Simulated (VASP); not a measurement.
# SrO (Fm-3m) in VASP: a series of runs

The runs below take SrO through electric field gradients, density of states, with PBE.

Everything below comes from runs of VASP 6.6.1. Logs are shortened: lines on timing, memory, paths and dates and some standing lists are left out, and cuts for length are marked.

### 1 The cell of the first run

Symmetry: Fm-3m, No. 225, cubic system. Conventional cell: a = 5.240 Å, b = 5.240 Å, c = 5.240 Å, α = 90.00°, β = 90.00°, γ = 90.00°. Within 3.5 Å of Sr (site symmetry m-3m) lie 6 O at 2.62 Å. Within 3.5 Å of O (site symmetry m-3m) lie 6 Sr at 2.62 Å.

### 2 Electric field gradients, PBE (volume scaled by 1.06)

File INCAR:

```
SYSTEM = SrO
ALGO = Normal
EDIFF = 1E-8
ENCUT = 520
GGA = PE
ISIF = 2
ISMEAR = -1
LASPH = .True.
LCHARG = .False.
LEFG = .True.
LREAL = .False.
LWAVE = .False.
NBANDS = 15
NELM = 60
PREC = Accurate
SIGMA = 0.02
```

File KPOINTS:

```
k-points
0
Gamma
  8 8 8
  0 0 0
```

File POSCAR:

```
SrO
1.0
    0.0000000000      2.6202010311      2.6202010311
    2.6202010311      0.0000000000      2.6202010311
    2.6202010311      2.6202010311      0.0000000000
Sr O
1 1
Direct
    0.0000000000      0.0000000000      0.0000000000
    0.5000000000      0.5000000000      0.5000000000
```

Potentials or basis: VASP PAW PBE potentials, release 64 (Sr_sv, O).

The run is started by

```bash
$ cat potpaw_PBE.64/Sr_sv/POTCAR potpaw_PBE.64/O/POTCAR > POTCAR
$ mpirun -np 1 vasp_std > vasp.out
```

OUTCAR:

```text
SYSTEM = SrO
   EDIFF = 1E-8
   ENCUT = 520
   GGA = PE
   ISIF = 2
   ISMEAR = -1
   LASPH = .True.
   LREAL = .False.
   NELM = 60
   PREC = Accurate

 ion  position               nearest neighbor table
   1  0.000  0.000  0.000-   2 2.62   2 2.62   2 2.62   2 2.62   2 2.62   2 2.62
   2  0.500  0.500  0.500-   1 2.62   1 2.62   1 2.62   1 2.62   1 2.62   1 2.62

  LATTYP: Found a face centered cubic cell.
 ALAT       =     5.2404020622

  Lattice vectors:

 A1 = (   0.0000000000,   2.6202010311,   2.6202010311)
 A2 = (   2.6202010311,   0.0000000000,   2.6202010311)
 A3 = (   2.6202010311,   2.6202010311,   0.0000000000)

Analysis of symmetry for initial positions (statically):
=====================================================================
 Subroutine PRICEL returns:
 Original cell was already a primitive cell.

 Routine SETGRP: Setting up the symmetry group for a
 face centered cubic supercell.

 Subroutine GETGRP returns: Found 48 space group operations
 (whereof 48 operations were pure point group operations)
 out of a pool of 48 trial point group operations.

The static configuration has the point symmetry O_h .

Analysis of symmetry for dynamics (positions and initial velocities):
=====================================================================
 Subroutine PRICEL returns:
 Original cell was already a primitive cell.

 Routine SETGRP: Setting up the symmetry group for a
 face centered cubic supercell.

 Subroutine GETGRP returns: Found 48 space group operations
 (whereof 48 operations were pure point group operations)
 out of a pool of 48 trial point group operations.

The dynamic configuration has the point symmetry O_h .

 Subroutine INISYM returns: Found 48 space group operations
 (whereof 48 operations are pure point group operations),
 and found     1 'primitive' translations

----------------------------------------------------------------------------------------

                                     Primitive cell

  volume of cell :      35.9777

  direct lattice vectors                    reciprocal lattice vectors
     0.000000000  2.620201031  2.620201031    -0.190825053  0.190825053  0.190825053
     2.620201031  0.000000000  2.620201031     0.190825053 -0.190825053  0.190825053
     2.620201031  2.620201031  0.000000000     0.190825053  0.190825053 -0.190825053

  length of vectors
[... 128 lines left out ...]

 E-fermi :   1.9262     XC(G=0):  -9.7608

 val. band max:        1.4040541060   @ k =   0.0000   0.0000   0.0000
 cond. band min:       4.6937911193   @ k =   0.5000   0.5000   0.0000
 fundamental gap:      3.2897370133
 Fermi energy:         1.9261771931

 k-point     1 :       0.0000    0.0000    0.0000
  band No.  band energies     occupation
      1     -31.1916      2.00000
      2     -13.6144      2.00000
      3     -12.8828      2.00000
      4     -12.8828      2.00000
      5     -12.8828      2.00000
      6       1.4041      2.00000
      7       1.4041      2.00000
      8       1.4041      2.00000
      9       4.9937      0.00000
     10       7.4848      0.00000
     11       7.4848      0.00000
     12       7.4848      0.00000
     13       9.5271      0.00000
     14       9.5271      0.00000
[... 401 lines left out ...]
      2     -14.7674      2.00000
      3     -13.2049      2.00000
      4     -13.0715      2.00000
      5     -12.0241      2.00000
      6      -0.1048      2.00000
      7       0.5934      2.00000
      8       0.6452      2.00000
      9       7.5624      0.00000
     10       7.9075      0.00000
     11      10.2446      0.00000
     12      10.5394      0.00000
     13      12.4768      0.00000
     14      13.7433      0.00000
     15      14.0608      0.00000

 [... further k-points ...]
[... 5 lines left out ...]
  --------------------------------------------------------------------------------------
  -------------------------------------------------------------------------------------
  Total       -0.3671159     -0.3671159     -0.3671159     -0.0000000      0.0000000     -0.0000000
  in kB      -16.3485749    -16.3485749    -16.3485749     -0.0000000      0.0000000     -0.0000000
  external PRESSURE =     -16.3485749 kB  Pullay stress =       0.0000000 kB

 VOLUME and BASIS-vectors are now :
 -----------------------------------------------------------------------------
  energy-cutoff  :      520.00
  volume of cell :       35.98
      direct lattice vectors                 reciprocal lattice vectors
     0.000000000  2.620201031  2.620201031    -0.190825053  0.190825053  0.190825053
     2.620201031  0.000000000  2.620201031     0.190825053 -0.190825053  0.190825053
     2.620201031  2.620201031  0.000000000     0.190825053  0.190825053 -0.190825053

 POSITION                                       TOTAL-FORCE (eV/Angst)
 -----------------------------------------------------------------------------------
      0.00000      0.00000      0.00000        -0.000000      0.000000     -0.000000
      2.62020      2.62020      2.62020         0.000000     -0.000000      0.000000
 -----------------------------------------------------------------------------------
    total drift:                                0.000000      0.000000      0.000000

  FREE ENERGIE OF THE ION-ELECTRON SYSTEM (eV)
  ---------------------------------------------------
  free  energy   TOTEN  =       -12.0518797285 eV

  energy  without entropy=      -12.0518797285  energy(sigma->0) =      -12.05187973

 Electric field gradients (V/A^2)
---------------------------------------------------------------------
 ion       V_xx      V_yy      V_zz      V_xy      V_xz      V_yz
---------------------------------------------------------------------
   1       0.000    -0.000     0.000    -0.000    -0.000    -0.000
   2       0.000     0.000    -0.000     0.001     0.001     0.001
---------------------------------------------------------------------

 Electric field gradients after diagonalization (V/A^2)
 (convention: |V_zz| > |V_xx| > |V_yy|)
----------------------------------------------------------------------
 ion       V_xx      V_yy      V_zz     asymmetry (V_yy - V_xx)/ V_zz
----------------------------------------------------------------------
   1       0.000     0.000    -0.000       0.000
   2      -0.001    -0.001     0.002       0.000
----------------------------------------------------------------------

           NMR quadrupolar parameters

 Cq : quadrupolar parameter    Cq=e*Q*V_zz/h
 eta: asymmetry parameters     (V_yy - V_xx)/ V_zz
 Q  : nuclear electric quadrupole moment in mb (millibarn)
----------------------------------------------------------------------
 ion       Cq(MHz)       eta       Q (mb)
----------------------------------------------------------------------
   1      -0.000       0.000       1.000
   2       0.000       0.000       1.000
----------------------------------------------------------------------
```

OSZICAR:

```text
N       E                     dE             d eps       ncg     rms          rms(c)
DAV:   1     0.688195096363E+02    0.68820E+02   -0.83959E+03   870   0.103E+03
DAV:   2    -0.109435469131E+02   -0.79763E+02   -0.74003E+02  1206   0.219E+02
DAV:   3    -0.141897119414E+02   -0.32462E+01   -0.32320E+01  1123   0.399E+01
DAV:   4    -0.142489696259E+02   -0.59258E-01   -0.59248E-01  1071   0.540E+00
DAV:   5    -0.142510053419E+02   -0.20357E-02   -0.20357E-02  1105   0.758E-01    0.149E+01
DAV:   6    -0.122212907003E+02    0.20297E+01   -0.69263E+00   891   0.191E+01    0.174E+01
DAV:   7    -0.120613118054E+02    0.15998E+00   -0.34528E-01   982   0.507E+00    0.101E+01
DAV:   8    -0.120503587697E+02    0.10953E-01   -0.12472E-01  1094   0.358E+00    0.357E-01
DAV:   9    -0.120512392690E+02   -0.88050E-03   -0.65972E-03  1042   0.525E-01    0.236E-01
DAV:  10    -0.120516894590E+02   -0.45019E-03   -0.44685E-04   954   0.204E-01    0.928E-02
DAV:  11    -0.120518597640E+02   -0.17031E-03   -0.18549E-04   940   0.101E-01    0.276E-02
DAV:  12    -0.120518804407E+02   -0.20677E-04   -0.30477E-05   912   0.390E-02    0.201E-02
DAV:  13    -0.120518800338E+02    0.40694E-06   -0.13693E-06  1003   0.109E-02    0.365E-03
DAV:  14    -0.120518797151E+02    0.31867E-06   -0.19417E-07  1136   0.327E-03    0.220E-03
DAV:  15    -0.120518796992E+02    0.15880E-07   -0.12700E-08   955   0.118E-03    0.389E-04
DAV:  16    -0.120518797103E+02   -0.11032E-07   -0.10606E-09   484   0.287E-04    0.212E-04
DAV:  17    -0.120518797278E+02   -0.17537E-07   -0.48493E-10   442   0.172E-04    0.936E-06
DAV:  18    -0.120518797285E+02   -0.63460E-09   -0.12346E-10   435   0.687E-05
   1 F= -.12051880E+02 E0= -.12051880E+02  d E =-.337127E-13
```

Run time: 8.9 s. Hardware: 1 thread of Intel Xeon 6975P-C (Granite Rapids), shared host; peak memory 0.16 GiB.

What came out:

```yaml
Free_energy: -12.0519 eV
Pressure: -1.6 GPa
Band_gap_on_the_k_mesh: 3.29 eV, indirect (least direct gap 3.41 eV)
```

Caveat: without QUAD_EFG the Cq values of the log hold for a quadrupole moment of 1 mb, not for the nuclei. A k mesh can miss the band edges.

(Continued in part 2 of 2.)
